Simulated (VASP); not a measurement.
# Rb (Fm-3m) in VASP: further runs

Runs on Rb. Level: PBE. Tasks: single point, relaxation of cell and atoms.

Program: VASP 6.6.1. These are calculated values, not measurements. Logs are shortened: lines on timing, memory, paths and dates and some standing lists are left out, and cuts for length are marked.

## (1) The cell of the first run

Symmetry: Fm-3m, No. 225, cubic system. Conventional cell: a = 6.866 Å, b = 6.866 Å, c = 6.866 Å, α = 90.00°, β = 90.00°, γ = 90.00°.

This isn't the form of Rb at room conditions, which is bcc.

## (2) Single point, PBE

File INCAR:

```
PREC = Accurate
ENCUT = 520
EDIFF = 1E-6
ISMEAR = -1
SIGMA = 0.08
LREAL = False
LASPH = True
NELM = 80
ALGO = Normal
ISIF = 2
LWAVE = False
LCHARG = False
GGA = PE
NBANDS = 10
```

File KPOINTS:

```
Automatic mesh
0
Gamma
  10 10 10
```

File POSCAR:

```
Rb
1.0
    0.0000000000      3.4330135127      3.4330135127
    3.4330135127      0.0000000000      3.4330135127
    3.4330135127      3.4330135127      0.0000000000
Rb
1
Direct
    0.0000000000      0.0000000000      0.0000000000
```

Potentials or basis: VASP PAW PBE potentials, release 64 (Rb_sv).

Launch:

```console
cat potpaw_PBE.64/Rb_sv/POTCAR > POTCAR
mpirun -np 1 vasp_std > vasp.out
```

OUTCAR:

```text
PREC = Accurate
   ENCUT = 520
   EDIFF = 1E-6
   ISMEAR = -1
   LREAL = False
   LASPH = True
   NELM = 80
   ISIF = 2
   GGA = PE

 ion  position               nearest neighbor table
   1  0.000  0.000  0.000-

  LATTYP: Found a face centered cubic cell.
 ALAT       =     6.8660270254

  Lattice vectors:

 A1 = (   0.0000000000,   3.4330135127,   3.4330135127)
 A2 = (   3.4330135127,   0.0000000000,   3.4330135127)
 A3 = (   3.4330135127,   3.4330135127,   0.0000000000)

Analysis of symmetry for initial positions (statically):
=====================================================================
 Subroutine PRICEL returns:
 Original cell was already a primitive cell.

 Routine SETGRP: Setting up the symmetry group for a
 face centered cubic supercell.

 Subroutine GETGRP returns: Found 48 space group operations
 (whereof 48 operations were pure point group operations)
 out of a pool of 48 trial point group operations.

The static configuration has the point symmetry O_h .

Analysis of symmetry for dynamics (positions and initial velocities):
=====================================================================
 Subroutine PRICEL returns:
 Original cell was already a primitive cell.

 Routine SETGRP: Setting up the symmetry group for a
 face centered cubic supercell.

 Subroutine GETGRP returns: Found 48 space group operations
 (whereof 48 operations were pure point group operations)
 out of a pool of 48 trial point group operations.

The dynamic configuration has the point symmetry O_h .

 Subroutine INISYM returns: Found 48 space group operations
 (whereof 48 operations are pure point group operations),
 and found     1 'primitive' translations

----------------------------------------------------------------------------------------

                                     Primitive cell

  volume of cell :      80.9201

  direct lattice vectors                    reciprocal lattice vectors
     0.000000000  3.433013513  3.433013513    -0.145644635  0.145644635  0.145644635
     3.433013513  0.000000000  3.433013513     0.145644635 -0.145644635  0.145644635
     3.433013513  3.433013513  0.000000000     0.145644635  0.145644635 -0.145644635

  length of vectors
     4.855014269  4.855014269  4.855014269     0.252263908  0.252263908  0.252263908

  position of ions in fractional coordinates (direct lattice)
     0.000000000  0.000000000  0.000000000

  ion indices of the primitive-cell ions
   primitive index   ion index
                 1           1

----------------------------------------------------------------------------------------

 KPOINTS: Automatic mesh

Automatic generation of k-mesh.
 Grid dimensions read from file:
 generate k-points for:   10   10   10

 Generating k-lattice:

  Cartesian coordinates                     Fractional coordinates (reciprocal lattice)
    -0.014564463  0.014564463  0.014564463     0.100000000  0.000000000  0.000000000
     0.014564463 -0.014564463  0.014564463     0.000000000  0.100000000  0.000000000
     0.014564463  0.014564463 -0.014564463     0.000000000  0.000000000  0.100000000

  Length of vectors
     0.025226391  0.025226391  0.025226391

  Shift w.r.t. Gamma in fractional coordinates (k-lattice)
     0.000000000  0.000000000  0.000000000

 Subroutine IBZKPT returns following result:
 ===========================================

 Found     47 irreducible k-points:

 Following reciprocal coordinates:
            Coordinates               Weight
  0.000000  0.000000  0.000000      1.000000
  0.100000  0.000000  0.000000      8.000000
  0.200000  0.000000  0.000000      8.000000
  0.300000  0.000000  0.000000      8.000000
  0.400000  0.000000  0.000000      8.000000
  0.500000  0.000000  0.000000      4.000000
[... 16 lines left out ...]
  0.300000  0.300000  0.000000      6.000000
  0.400000  0.300000  0.000000     24.000000
 [... further k-points ...]
   k-points           NKPTS =     47   k-points in BZ     NKDIM =     47   number of bands    NBANDS=     10
   number of dos      NEDOS =    301   number of ions     NIONS =      1
   total plane-waves  NPLWV =  46656
   dimension x,y,z NGX =    36 NGY =   36 NGZ =   36
   dimension x,y,z NGXF=    72 NGYF=   72 NGZF=   72
   ions per type =               1
   NGX,Y,Z   is equivalent  to a cutoff of  12.33, 12.33, 12.33 a.u.
   NGXF,Y,Z  is equivalent  to a cutoff of  24.65, 24.65, 24.65 a.u.
 SYSTEM =  unknown system
   PREC   = accura    normal or accurate (medium, high low for compatibility)
   ISTART =      0    job   : 0-new  1-cont  2-samecut
   ICHARG =      2    charge: 1-file 2-atom 10-const
   ISPIN  =      1    spin polarized calculation?
   LNONCOLLINEAR =      F non collinear calculations
   LSORBIT =      F    spin-orbit coupling
   LASPH  =      T    aspherical Exc in radial PAW
   ENCUT  =  520.0 eV  38.22 Ry    6.18 a.u.   9.03  9.03  9.03*2*pi/ulx,y,z
   NELM   =     80;   NELMIN=  2; NELMDL= -5     # of ELM steps
   EDIFF  = 0.1E-05   stopping-criterion for ELM
   LREAL  =      F    real-space projection
   EDIFFG = 0.1E-04   stopping-criterion for IOM
   NSW    =      0    number of steps for IOM
   IBRION =     -1    ionic relax: 0-MD 1-quasi-New 2-CG
   NFREE  =      0    steps in history (QN), initial steepest desc. (CG)
   ISIF   =      2    stress and relaxation
   ISYM   =      2    0-nonsym 1-usesym 2-fastsym
   POTIM  = 0.5000    time-step for ionic-motion
   TEBEG  =    0.0;   TEEND  =   0.0 temperature during run
   PSTRESS=    0.0 pullay stress
   NELECT =       9.0000    total number of electrons
   NUPDOWN=      -1.0000    fix difference up-down
   EMIN   =  10.00;   EMAX   =-10.00  energy-range for DOS
   EFERMI =   0.00;   METHOD = LEGACY
   ISMEAR =    -1;   SIGMA  =   0.08  broadening in eV -4-tet -1-fermi 0-gaus
   EFERMI_NEDOS =   21; number of points for ismear=-14 and -15
   IALGO  =     38    algorithm
   IMIX   =      4    mixing-type and parameters
     AMIX     =   0.40;   BMIX     =  1.00
     AMIX_MAG =   1.60;   BMIX_MAG =  1.00
  volume/ion in A,a.u.               =      80.92       546.08
  Fermi-wavevector in a.u.,A,eV,Ry     =   0.787294  1.487770  8.433320  0.619832
  Thomas-Fermi vector in A             =   1.892005
   LORBIT       =      0    0 simple, 1 ext, 2 COOP (PROOUT), +10 PAW based schemes
   GGA     = PE    functional components
   LHFCALC =     F    Hartree Fock is set to
   AEXX    =    0.0000 exact exchange contribution
   IVDW    =     0    specifies the selected vdW correction
   LEPSILON=     F    determine dielectric tensor
   LRPA    =     F    only Hartree local field effects (RPA)
 non-spin polarized calculation
  energy-cutoff  :      520.00
  volume of cell :       80.92
 maximum number of plane-waves:      2200
   NGX = 17   NGY = 17   NGZ = 17

 number of electron       9.0000000 magnetization

 Free energy of the ion-electron system (eV)
  ---------------------------------------------------
  ext. energy  EPLUGINS =         0.00000000
  ---------------------------------------------------
  free energy    TOTEN  =        -0.93356426 eV

  energy without entropy =       -0.91458932  energy(sigma->0) =       -0.92407679

 E-fermi :   0.2778     XC(G=0):  -5.7567

 val. band max:        0.2625796478   @ k =   0.5000   0.3000   0.1000
 cond. band min:       0.3437996707   @ k =   0.4000   0.4000   0.0000
 fundamental gap:      0.0812200228
 Fermi energy:         0.2778458482

 k-point     1 :       0.0000    0.0000    0.0000
  band No.  band energies     occupation
      1     -28.5523      2.00000
      2     -12.5814      2.00000
      3     -12.5814      2.00000
      4     -12.5814      2.00000
      5      -1.8395      2.00000
      6       3.9850      0.00000
      7       3.9850      0.00000
      8       3.9850      0.00000
      9       5.4393      0.00000
     10       5.4393      0.00000

 k-point     2 :       0.1000    0.0000    0.0000
  band No.  band energies     occupation
      1     -28.5517      2.00000
      2     -12.5953      2.00000
      3     -12.5832      2.00000
      4     -12.5832      2.00000
      5      -1.7151      2.00000
      6       3.6637      0.00000
      7       4.0391      0.00000
      8       4.0391      0.00000
      9       5.2995      0.00000
     10       5.2995      0.00000

 k-point     3 :       0.2000    0.0000    0.0000
  band No.  band energies     occupation
      1     -28.5500      2.00000
      2     -12.6314      2.00000
      3     -12.5880      2.00000
      4     -12.5880      2.00000
      5      -1.3553      2.00000
      6       3.0122      0.00000
      7       4.0978      0.00000
      8       4.0978      0.00000
      9       5.1761      0.00000
     10       5.1761      0.00000

 k-point     4 :       0.3000    0.0000    0.0000
  band No.  band energies     occupation
      1     -28.5479      2.00000
      2     -12.6752      2.00000
      3     -12.5938      2.00000
      4     -12.5938      2.00000
      5      -0.8000      2.00000
      6       2.2926      0.00000
      7       3.9818      0.00000
      8       3.9818      0.00000
      9       5.4570      0.00000
     10       5.4570      0.00000
[... 222 lines left out ...]
 k-point    22 :      -0.2000    0.2000    0.0000
  band No.  band energies     occupation
      1     -28.5472      2.00000
      2     -12.6683      2.00000
      3     -12.6205      2.00000
      4     -12.5932      2.00000
      5      -0.6102      1.99997
      6       2.4969      0.00000
      7       3.1008      0.00000
      8       4.3302      0.00000
      9       4.7519      0.00000
     10       6.0947      0.00000

 k-point    23 :       0.3000    0.3000    0.0000
  band No.  band energies     occupation
      1     -28.5465      2.00000
      2     -12.6707      2.00000
      3     -12.6148      2.00000
      4     -12.6148      2.00000
      5      -0.4787      1.99984
      6       2.5085      0.00000
      7       3.0080      0.00000
      8       4.4960      0.00000
      9       4.4960      0.00000
     10       6.0549      0.00000

 k-point    24 :       0.4000    0.3000    0.0000
  band No.  band energies     occupation
      1     -28.5451      2.00000
      2     -12.6893      2.00000
      3     -12.6250      2.00000
      4     -12.6206      2.00000
      5       0.0019      1.93840
      6       2.2550      0.00000
      7       2.6067      0.00000
      8       4.5776      0.00000
      9       4.7074      0.00000
     10       6.3360      0.00000

 [... further k-points ...]
[... 5 lines left out ...]
  --------------------------------------------------------------------------------------
  -------------------------------------------------------------------------------------
  Total        0.2162108      0.2162108      0.2162108      0.0000000      0.0000000     -0.0000000
  in kB        4.2808648      4.2808648      4.2808648      0.0000000      0.0000000     -0.0000000
  external PRESSURE =       4.2808648 kB  Pullay stress =       0.0000000 kB

 VOLUME and BASIS-vectors are now :
 -----------------------------------------------------------------------------
  energy-cutoff  :      520.00
  volume of cell :       80.92
      direct lattice vectors                 reciprocal lattice vectors
     0.000000000  3.433013513  3.433013513    -0.145644635  0.145644635  0.145644635
     3.433013513  0.000000000  3.433013513     0.145644635 -0.145644635  0.145644635
     3.433013513  3.433013513  0.000000000     0.145644635  0.145644635 -0.145644635

 POSITION                                       TOTAL-FORCE (eV/Angst)
 -----------------------------------------------------------------------------------
      0.00000      0.00000      0.00000        -0.000000      0.000000      0.000000
 -----------------------------------------------------------------------------------
    total drift:                               -0.000000      0.000000      0.000000

  FREE ENERGIE OF THE ION-ELECTRON SYSTEM (eV)
  ---------------------------------------------------
  free  energy   TOTEN  =        -0.9335642641 eV

  energy  without entropy=       -0.9145893243  energy(sigma->0) =       -0.92407679
```

It took 9.8 s on 1 thread of Intel Xeon 6975P-C (Granite Rapids), shared host; peak memory 0.21 GiB.

Results:

```
Free energy            : -0.9336 eV
Pressure               : 0.4 GPa
Band gap on the k mesh : zero (an odd number of electrons rules out a gap without spin polarisation)
```

(Continued in part 2 of 2.)
